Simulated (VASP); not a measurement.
A run of VASP 6.6.1 is set up as follows.

INCAR

```
SYSTEM = Hg
PREC = Accurate ; ENCUT = 500
EDIFF = 1E-6 ; ISMEAR = -1
SIGMA = 0.2585199978643553 ; LREAL = .False.
LASPH = .True. ; NELM = 120
ALGO = Normal ; ISIF = 2
LWAVE = .False. ; LCHARG = .True.
GGA = PE ; LELF = .True.
LVHAR = .True. ; NBANDS = 12
GGA_COMPAT = .False.
```

File KPOINTS:

```
regular mesh
0
Gamma
  6 6 6
  0 0 0
```

Contents of POSCAR:

```
Hg
1.0
    2.2339762741     -2.0458582601      0.0000000000
    2.2339762741      2.0458582601      0.0000000000
   -0.3487351701      0.0000000000      3.0398006871
Hg
1
Direct
    0.5000000000      0.5000000000      0.5000000000
```

Potentials or basis: VASP PAW PBE potentials, release 64 (Hg).

The run is started by

```console
$ cat potpaw_PBE.64/Hg/POTCAR > POTCAR
$ mpirun -np 1 vasp_std > vasp.out
```

**Question.** What does it give for the pressure?

**Answer.** 0.9 GPa.

**Question.** What does it give for the band gap on the k mesh?

**Answer.** Zero (band 6 reaches 4.99 eV, above the bottom of band 7 at 0.11 eV).

Stress tensor (GPa, compression positive):
```
 1.45  0.00 -0.23
 0.00  0.94  0.00
-0.23  0.00  0.41
```

Caveat: spin-orbit coupling is left out, which moves the levels of the heavy elements.
